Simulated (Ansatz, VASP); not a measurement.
Mo in VASP and in Ansatz

```
CELL_PARAMETERS angstrom
2.89825 0.00000 0.00000
-1.44913 2.50996 0.00000
0.00000 0.00000 5.16601
ATOMIC_POSITIONS crystal
Mo 0.33333 0.66667 0.25000
Mo 0.66667 0.33333 0.75000
```

Alike in both runs: task single point; functional BLYP; k mesh 15 × 15 × 7; occupations fermi-dirac, width 0.1 eV; no spin polarisation.

|  | VASP | Ansatz |
| --- | --- | --- |
| version | VASP 6.6.1 | Ansatz 0.2.0 |
| potentials or method | VASP PAW PBE potentials, release 64 (Mo_sv), cutoff 520 eV | plane waves (420 eV) with PAW, scalar-relativistic |
| valence electrons in the cell | 28 | 28 |

```tsv
	VASP	Ansatz	Ansatz less VASP
pressure (GPa)	-18.5	-19.0	-0.53
traceless stress, the component that is largest in VASP (GPa)	2.42	2.53	+0.118
```

VASP's potentials were made for PBE, not for BLYP.
